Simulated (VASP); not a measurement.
Te2Mo, 6 atoms in the cell. It takes space group P6_3/mmc (No. 194, hexagonal). The conventional cell has a = 3.518 Å, b = 3.518 Å, c = 13.974 Å, α = 90.00°, β = 90.00°, γ = 120.00°. Te (site symmetry 3m) has 3 Mo at 2.72 Å and 6 Te at 3.52 Å within 3.6 Å. Mo (site symmetry -6m2) has 6 Te at 2.72 Å and 6 Mo at 3.52 Å within 3.6 Å. 

```yaml
Program: VASP 6.6.1
Task: single point
Functional: PBEsol
Potentials_or_basis: VASP PAW PBE potentials, release 64 (Te, Mo_sv)
Cutoff: 520 eV
k_mesh: 6 × 6 × 2
Occupations: methfessel-paxton, width 0.1 eV
Spin: no spin polarisation
Dipole_correction: no
Further_INCAR_settings: ALGO = Normal; EDIFF = 1e-06; NBANDS = 35
```

Potentials or basis: VASP PAW PBE potentials, release 64 (Te, Mo_sv).

The run is started by

```console
$ cat potpaw_PBE.64/Te/POTCAR potpaw_PBE.64/Mo_sv/POTCAR > POTCAR
$ mpirun -np 1 vasp_std > vasp.out
```

Hardware: 1 thread of Intel(R) Xeon(R) 6975P-C (Granite Rapids), on a shared host.

Problem. How long does it take, and how much memory?

Solution. Wall time 44 s on 1 thread of Intel(R) Xeon(R) 6975P-C (Granite Rapids) (shared host), peak memory 0.29 GiB. Counts: scf iterations 17, k points 14.
